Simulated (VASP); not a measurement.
CeO2: single point with r2SCAN

The system is CeO2.

```xyz
3
Lattice="0.0000 2.7187 2.7187 2.7187 0.0000 2.7187 2.7187 2.7187 0.0000" Properties=species:S:1:pos:R:3 pbc="T T T"
Ce    0.0000    0.0000    0.0000
O     1.3593    1.3593    1.3593
O     4.0780    4.0780    4.1280
```

This cell differs from its parent crystal: atom 3 (O) moved 0.05 Å along z.

```
Program             : VASP 6.6.1
Task                : single point
Functional          : r2SCAN
Potentials or basis : VASP PAW PBE potentials, release 64 (Ce, O)
Cutoff              : 520 eV
k mesh              : 8 × 8 × 8
Occupations         : gaussian, width 0.05 eV
Spin                : no spin polarisation
```

```
Pressure               : -0.1 GPa
Largest force          : 0.365 eV/Å
Band gap on the k mesh : 2.14 eV (least direct gap 2.27 eV)
```

Forces on the atoms (eV/Å):
```
Ce   0.000  0.000  0.175
O    0.000  0.000  0.191
O    0.000  0.000 -0.365
```

Stress tensor (GPa, compression positive):
```
-0.17  0.26  0.00
 0.26 -0.17  0.00
 0.00  0.00 -0.04
```

Levels at points of the mesh, in eV from the valence-band top:
```
           k point  band 9  band 10  band 11  band 12  band 13  band 14  band 15  band 16
(0.00, 0.00, 0.00)   -3.84    -0.67    -0.62    -0.57     2.54     2.55     2.57     2.70
(0.50, 0.00, 0.00)   -1.35    -1.20    -0.77    -0.75     2.15     2.36     2.37     2.57
(0.00, 0.00, 0.50)   -1.32    -1.24    -0.87    -0.85     2.14     2.38     2.38     2.55
(0.50, 0.50, 0.00)   -1.18    -0.91    -0.74    -0.62     2.28     2.29     2.30     2.44
(0.00, 0.50, 0.50)   -1.24    -0.86    -0.82    -0.60     2.28     2.29     2.30     2.45
```

Run time: 9.1 min on 1 thread of Intel(R) Xeon(R) Platinum 8375C CPU @ 2.90GHz (Ice Lake), on a shared host, peak memory 0.24 GiB.

Caveat: the cell differs from its parent crystal (atom 3 (O) moved 0.05 Å along z); the PAW data sets were made with another functional, which shifts forces and pressure a little; spin-orbit coupling is left out, which moves the levels of the heavy elements. A k mesh can miss the band edges.
